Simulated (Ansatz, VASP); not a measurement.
**AlN: VASP beside Ansatz**

Contents of POSCAR:

```
AlN
1.0
    0.0000000000      2.1876317540      2.1876317540
    2.1849006282      0.0027311258      2.1849006282
    2.1849006282      2.1849006282      0.0027311258
Al N
1 1
Direct
    0.0000000000      0.0000000000      0.0000000000
    0.7500000000      0.7500000000      0.7500000000
```

The input INCAR.step1:

```
SYSTEM = AlN
ALGO = Normal
EDIFF = 1E-4
ENCUT = 520
GGA = PE
ISMEAR = 0
LASPH = .True.
LCHARG = .False.
LREAL = .False.
LWAVE = .True.
NBANDS = 11
NELM = 100
PREC = Accurate
SIGMA = 0.05
```

File INCAR.step2:

```
SYSTEM = AlN
ALGO = Normal
EDIFF = 1E-6
ENCUT = 520
ISIF = 2
ISMEAR = 0
ISTART = 1
LASPH = .True.
LCHARG = .False.
LMIXTAU = .True.
LREAL = .False.
LWAVE = .False.
METAGGA = R2SCAN
NBANDS = 11
NELM = 100
PREC = Accurate
SIGMA = 0.05
```

Contents of KPOINTS:

```
k-points
0
Gamma
  10 10 10
  0 0 0
```

Input for Ansatz:

```yaml
crystal:
  lattice:
    - [0.0, 2.187631754, 2.187631754]
    - [2.1849006282, 0.0027311258, 2.1849006282]
    - [2.1849006282, 2.1849006282, 0.0027311258]
  atoms:
    - { symbol: Al, position: [0.0, 0.0, 0.0] }
    - { symbol: "N", position: [0.75, 0.75, 0.75] }
basis:
  ecutwfc: 500
kpoints:
  mp_grid: { grid: [10, 10, 10] }
hamiltonian:
  xc: r2scan
scf:
  occupations: { method: gaussian, width: 0.05 }
output:
  forces: true
  stress: true
  eigenvalues: true
```

Change from the starting cell: strain +0.0025 x Voigt [0, 0, 0, 1, 0, 0], atoms carried along.

Alike in both runs: task single point; functional r2SCAN; k mesh 10 × 10 × 10; occupations gaussian, width 0.05 eV; no spin polarisation.

```csv
,VASP,Ansatz
version,VASP 6.6.1,Ansatz 0.2.0
potentials or method,"VASP PAW PBE potentials, release 64 (Al, N), cutoff 520 eV","scalar-relativistic, plane waves, PAW"
valence electrons in the cell,8,8
```

```tsv
	VASP	Ansatz	Ansatz less VASP
gap on the k mesh at the Fermi level (eV)	3.93	3.93	+0.007
least direct gap on the mesh (eV)	4.87	4.83	-0.039
pressure (GPa)	-0.4	0.0	+0.39
traceless stress, the component that is largest in VASP (GPa)	-0.59	-0.59	+0.007
rms of the force components (eV/Å)	0.013	0.012	-0.0002
```

VASP's potentials were made for PBE, not for r2SCAN. Atom by atom the forces differ by 0.000 eV/Å (rms over components).
